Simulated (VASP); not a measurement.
# WS2 (P6_3/mmc) in VASP: single point with PBEsol

Aim: the single point of WS2 with PBEsol.

Program: VASP 6.6.1. These are calculated values, not measurements. Logs are shortened: lines on timing, memory, paths and dates and some standing lists are left out, and cuts for length are marked.

## 1. The cell of the first run

Symmetry: P6_3/mmc, No. 194, hexagonal system. The conventional cell has a = 3.146 Å, b = 3.146 Å, c = 12.692 Å, α = 90.00°, β = 90.00°, γ = 120.00°. W (site symmetry -6m2) has 6 S at 2.40 Å and 6 W at 3.15 Å within 3.2 Å. Within 3.2 Å of S (site symmetry 3m) lie 3 W at 2.40 Å and 7 S at 3.14 to 3.15 Å.

## 2. Single point, PBEsol

File INCAR:

```
SYSTEM = WS2
  PREC = Accurate
  ENCUT = 520
  EDIFF = 1E-6
  ISMEAR = 0
  SIGMA = 0.05
  LREAL = .False.
  LASPH = .True.
  NELM = 100
  ALGO = Normal
  ISIF = 2
  LWAVE = .False.
  LCHARG = .False.
  GGA = PS
  NBANDS = 64
```

File KPOINTS:

```
regular mesh
0
Gamma
  8 6 2
  0 0 0
```

File POSCAR:

```
WS2
1.0
    3.1461313721      0.0000000000      0.0000000000
   -0.0000000001      5.4492593838      0.0000000000
    0.0000000000      0.0000000000     12.6917303819
W S
4 8
Direct
    0.0000000000      0.3333333333      0.2500000000
    0.5000000000      0.8333333333      0.2500000000
    0.5000000000      0.1666666667      0.7500000000
    1.0000000000      0.6666666667      0.7500000000
    0.0000000000      0.3333333333      0.6264891062
    0.5000000000      0.8333333333      0.6264891062
    0.5000000000      0.1666666667      0.1264891062
    1.0000000000      0.6666666667      0.1264891062
    0.0000000000      0.3333333333      0.8735108938
    0.5000000000      0.8333333333      0.8735108938
    0.5000000000      0.1666666667      0.3735108938
    1.0000000000      0.6666666667      0.3735108938
```

Potentials or basis: VASP PAW PBE potentials, release 64 (W_sv, S).

Command:

```
cat potpaw_PBE.64/W_sv/POTCAR potpaw_PBE.64/S/POTCAR > POTCAR
mpirun -np 1 vasp_std > vasp.out
```

OUTCAR:

```text
SYSTEM = WS2
   PREC = Accurate
   ENCUT = 520
   EDIFF = 1E-6
   ISMEAR = 0
   LREAL = .False.
   LASPH = .True.
   NELM = 100
   ISIF = 2
   GGA = PS

 ion  position               nearest neighbor table
   1  0.000  0.333  0.250-   7 2.40  11 2.40   7 2.40  11 2.40   8 2.40  12 2.40   2 3.15   2 3.15
                             2 3.15   2 3.15
   2  0.500  0.833  0.250-   8 2.40  12 2.40   8 2.40  12 2.40  11 2.40   7 2.40   1 3.15   1 3.15
                             1 3.15   1 3.15
   3  0.500  0.167  0.750-   5 2.40   9 2.40   5 2.40   9 2.40   6 2.40  10 2.40   4 3.15   4 3.15
                             4 3.15   4 3.15
   4  0.000  0.667  0.750-   6 2.40  10 2.40   6 2.40  10 2.40   9 2.40   5 2.40   3 3.15   3 3.15
                             3 3.15   3 3.15
   5  0.000  0.333  0.626-   3 2.40   3 2.40   4 2.40
   6  0.500  0.833  0.626-   4 2.40   4 2.40   3 2.40
   7  0.500  0.167  0.126-   1 2.40   1 2.40   2 2.40
   8  0.000  0.667  0.126-   2 2.40   2 2.40   1 2.40
   9  0.000  0.333  0.874-   3 2.40   3 2.40   4 2.40
  10  0.500  0.833  0.874-   4 2.40   4 2.40   3 2.40
  11  0.500  0.167  0.374-   1 2.40   1 2.40   2 2.40
  12  0.000  0.667  0.374-   2 2.40   2 2.40   1 2.40

  LATTYP: Found a simple orthorhombic cell.
 ALAT       =     3.1461313721
 B/A-ratio  =     1.7320508076
 C/A-ratio  =     4.0340751484

  Lattice vectors:

 A1 = (   3.1461313721,   0.0000000000,   0.0000000000)
 A2 = (  -0.0000000001,   5.4492593838,   0.0000000000)
 A3 = (   0.0000000000,   0.0000000000,  12.6917303819)

Analysis of symmetry for initial positions (statically):
=====================================================================
 Subroutine PRICEL returns following result:

  LATTYP: Found a hexagonal cell.
 ALAT       =     3.1461313721
 C/A-ratio  =     4.0340751484

  Lattice vectors:

 A1 = (  -3.1461313721,   0.0000000000,   0.0000000000)
 A2 = (   1.5730656861,  -2.7246296919,   0.0000000000)
 A3 = (   0.0000000000,   0.0000000000,  12.6917303819)

   2 primitive cells build up your supercell.

 Routine SETGRP: Setting up the symmetry group for a
 simple orthorhombic supercell.

 Subroutine GETGRP returns: Found  8 space group operations
 (whereof  4 operations were pure point group operations)
 out of a pool of  8 trial point group operations.

The static configuration has the point symmetry C_2h.
[... 143 lines left out ...]
   TEBEG  =    0.0;   TEEND  =   0.0 temperature during run
   PSTRESS=    0.0 pullay stress
   NELECT =     104.0000    total number of electrons
   NUPDOWN=      -1.0000    fix difference up-down
   EMIN   =  10.00;   EMAX   =-10.00  energy-range for DOS
   EFERMI =   0.00;   METHOD = LEGACY
   ISMEAR =     0;   SIGMA  =   0.05  broadening in eV -4-tet -1-fermi 0-gaus
   EFERMI_NEDOS =   21; number of points for ismear=-14 and -15
   IALGO  =     38    algorithm
   IMIX   =      4    mixing-type and parameters
     AMIX     =   0.40;   BMIX     =  1.00
     AMIX_MAG =   1.60;   BMIX_MAG =  1.00
  volume/ion in A,a.u.               =      18.13       122.36
  Fermi-wavevector in a.u.,A,eV,Ry     =   1.279993  2.418836 22.291537  1.638382
  Thomas-Fermi vector in A             =   2.412446
   LORBIT       =      0    0 simple, 1 ext, 2 COOP (PROOUT), +10 PAW based schemes
   GGA     = PS    functional components
   LHFCALC =     F    Hartree Fock is set to
   AEXX    =    0.0000 exact exchange contribution
   IVDW    =     0    specifies the selected vdW correction
   LEPSILON=     F    determine dielectric tensor
   LRPA    =     F    only Hartree local field effects (RPA)
 non-spin polarized calculation
 Gauss-broadening in eV      SIGMA  =   0.05
  energy-cutoff  :      520.00
  volume of cell :      217.59
 maximum number of plane-waves:      5896
 NGX is ok and might be reduce to    24
   NGX = 11   NGY = 21   NGZ = 47

 number of electron     104.0000012 magnetization

 Free energy of the ion-electron system (eV)
  ---------------------------------------------------
  ext. energy  EPLUGINS =         0.00000000
  ---------------------------------------------------
  free energy    TOTEN  =      -101.10804385 eV

  energy without entropy =     -101.10804385  energy(sigma->0) =     -101.10804385

 E-fermi :   7.1889     XC(G=0): -10.9443

 val. band max:        6.9707756639   @ k =   0.0000   0.0000   0.0000
 cond. band min:       8.1013712943   @ k =   0.3750  -0.0000   0.0000
 fundamental gap:      1.1305956305
 Fermi energy:         7.1889022064

 k-point     1 :       0.0000    0.0000    0.0000
  band No.  band energies     occupation
      1     -67.4513      2.00000
      2     -67.4513      2.00000
      3     -67.4313      2.00000
      4     -67.4313      2.00000
      5     -31.9136      2.00000
      6     -31.9136      2.00000
[... 1597 lines left out ...]
     63      10.5172      0.00000
     64      10.5172      0.00000

 [... further k-points ...]

------------------------ aborting loop because EDIFF is reached ----------------------------------------

  FORCE on cell =-STRESS in cart. coord.  units (eV):
  Direction    XX          YY          ZZ          XY          YZ          ZX
  --------------------------------------------------------------------------------------
  -------------------------------------------------------------------------------------
  Total        0.1428054      0.1583896      0.1981232     -0.0000000     -0.0000000      0.0000000
  in kB        1.0515260      1.1662779      1.4588502     -0.0000000     -0.0000000      0.0000000
  external PRESSURE =       1.2255514 kB  Pullay stress =       0.0000000 kB

 VOLUME and BASIS-vectors are now :
 -----------------------------------------------------------------------------
  energy-cutoff  :      520.00
  volume of cell :      217.59
      direct lattice vectors                 reciprocal lattice vectors
     3.146131372  0.000000000  0.000000000     0.317850681  0.000000000  0.000000000
    -0.000000000  5.449259384  0.000000000     0.000000000  0.183511176  0.000000000
     0.000000000  0.000000000 12.691730382     0.000000000  0.000000000  0.078791463

 POSITION                                       TOTAL-FORCE (eV/Angst)
 -----------------------------------------------------------------------------------
     -0.00000      1.81642      3.17293        -0.000000      0.000572     -0.000000
      1.57307      4.54105      3.17293        -0.000000      0.000572     -0.000000
      1.57307      0.90821      9.51880         0.000000     -0.000572     -0.000000
     -0.00000      3.63284      9.51880         0.000000     -0.000572     -0.000000
     -0.00000      1.81642      7.95123        -0.000000      0.000292     -0.021345
      1.57307      4.54105      7.95123        -0.000000      0.000292     -0.021345
      1.57307      0.90821      1.60537         0.000000     -0.000292     -0.021345
     -0.00000      3.63284      1.60537         0.000000     -0.000292     -0.021345
     -0.00000      1.81642     11.08636        -0.000000      0.000292      0.021345
      1.57307      4.54105     11.08636        -0.000000      0.000292      0.021345
      1.57307      0.90821      4.74050         0.000000     -0.000292      0.021345
     -0.00000      3.63284      4.74050         0.000000     -0.000292      0.021345
 -----------------------------------------------------------------------------------
    total drift:                                0.000000      0.000000     -0.000000

  FREE ENERGIE OF THE ION-ELECTRON SYSTEM (eV)
  ---------------------------------------------------
  free  energy   TOTEN  =      -101.1080438490 eV

  energy  without entropy=     -101.1080438490  energy(sigma->0) =     -101.10804385
```

OSZICAR:

```text
N       E                     dE             d eps       ncg     rms          rms(c)
DAV:   1     0.113349081688E+04    0.11335E+04   -0.55978E+04  5472   0.162E+03
DAV:   2    -0.184246016151E+02   -0.11519E+04   -0.11194E+04  5920   0.456E+02
DAV:   3    -0.103249300489E+03   -0.84825E+02   -0.83174E+02  6264   0.117E+02
DAV:   4    -0.106166095446E+03   -0.29168E+01   -0.28963E+01  6344   0.213E+01
DAV:   5    -0.106245358388E+03   -0.79263E-01   -0.79079E-01  6368   0.366E+00    0.562E+01
DAV:   6    -0.101834887555E+03    0.44105E+01   -0.20202E+01  6280   0.198E+01    0.243E+01
DAV:   7    -0.101347642135E+03    0.48725E+00   -0.60963E+00  5912   0.835E+00    0.864E+00
DAV:   8    -0.101111763444E+03    0.23588E+00   -0.97177E-01  6168   0.433E+00    0.265E+00
DAV:   9    -0.101112944354E+03   -0.11809E-02   -0.11706E-01  6960   0.121E+00    0.141E+00
DAV:  10    -0.101109091869E+03    0.38525E-02   -0.56362E-02  6488   0.108E+00    0.589E-01
DAV:  11    -0.101108127762E+03    0.96411E-03   -0.10089E-02  6344   0.447E-01    0.219E-01
DAV:  12    -0.101108012643E+03    0.11512E-03   -0.49468E-04  6576   0.106E-01    0.771E-02
DAV:  13    -0.101108040310E+03   -0.27667E-04   -0.15055E-04  6288   0.508E-02    0.183E-02
DAV:  14    -0.101108043368E+03   -0.30577E-05   -0.11237E-05  6296   0.150E-02    0.120E-02
DAV:  15    -0.101108043849E+03   -0.48116E-06   -0.22996E-06  4496   0.658E-03
   1 F= -.10110804E+03 E0= -.10110804E+03  d E =-.159504E-11
```

stdout:

```text
POSCAR found type information on POSCAR W S
 POSCAR found :  2 types and      12 ions
 scaLAPACK will be used
 -----------------------------------------------------------------------------
|                                                                             |
|                                                                             |
|     You enforced a specific xc type in the INCAR file but a different       |
|     I HOPE YOU KNOW WHAT YOU ARE DOING!                                     |
|                                                                             |
 -----------------------------------------------------------------------------

 LDA part: xc-table for (Slater+PW92), standard interpolation
 POSCAR, INCAR and KPOINTS ok, starting setup
 FFT: planning ... GRIDC
 FFT: planning ... GRID_SOFT
 FFT: planning ... GRID
 WAVECAR not read
 entering main loop
```

Run time: 13 min. Hardware: 1 thread of Intel Xeon Platinum 8259CL at 2.50GHz (Skylake/Cascade Lake), shared host; peak memory 0.55 GiB.

Results:

| Quantity | Value |
| --- | --- |
| Free energy | -101.1080 eV |
| Pressure | 0.1 GPa |
| Largest force | 0.021 eV/Å |
| Band gap on the k mesh | 1.13 eV |

Forces in eV/Å, atoms in the order of the input:
```
W    0.000  0.001  0.000
W    0.000  0.001  0.000
W    0.000 -0.001  0.000
W    0.000 -0.001  0.000
S    0.000  0.000 -0.021
S    0.000  0.000 -0.021
S    0.000  0.000 -0.021
S    0.000  0.000 -0.021
S    0.000  0.000  0.021
S    0.000  0.000  0.021
S    0.000  0.000  0.021
S    0.000  0.000  0.021
```

Levels at points of the mesh, in eV from the valence-band top:
```csv
k point,band 49,band 50,band 51,band 52,band 53,band 54,band 55,band 56
"(0.00, 0.00, 0.00)",-1.57,-1.45,-1.12,0.00,2.46,2.46,2.47,2.47
"(0.50, 0.00, 0.00)",-1.17,-1.17,-1.10,-1.10,1.64,1.64,2.26,2.26
"(0.00, 0.50, 0.00)",-1.52,-1.52,-1.40,-1.40,1.45,1.45,2.04,2.04
"(0.50, 0.50, 0.00)",-1.57,-1.57,-1.45,-1.45,2.47,2.47,2.50,2.50
"(0.00, 0.00, 0.50)",-1.50,-1.50,-0.33,-0.33,2.46,2.46,2.46,2.46
"(0.50, 0.00, 0.50)",-1.13,-1.13,-1.13,-1.13,1.91,1.91,1.91,1.91
"(0.00, 0.50, 0.50)",-1.42,-1.42,-1.42,-1.42,1.84,1.84,1.84,1.84
"(0.50, 0.50, 0.50)",-1.50,-1.50,-1.50,-1.50,2.49,2.49,2.49,2.49
```

Caveat: the PAW data sets were made with another functional, which shifts forces and pressure a little; spin-orbit coupling is left out, which moves the levels of the heavy elements; this functional lacks dispersion, which binds the layers, so the pressure and a relaxed spacing across them are unreliable. A k mesh can miss the band edges.
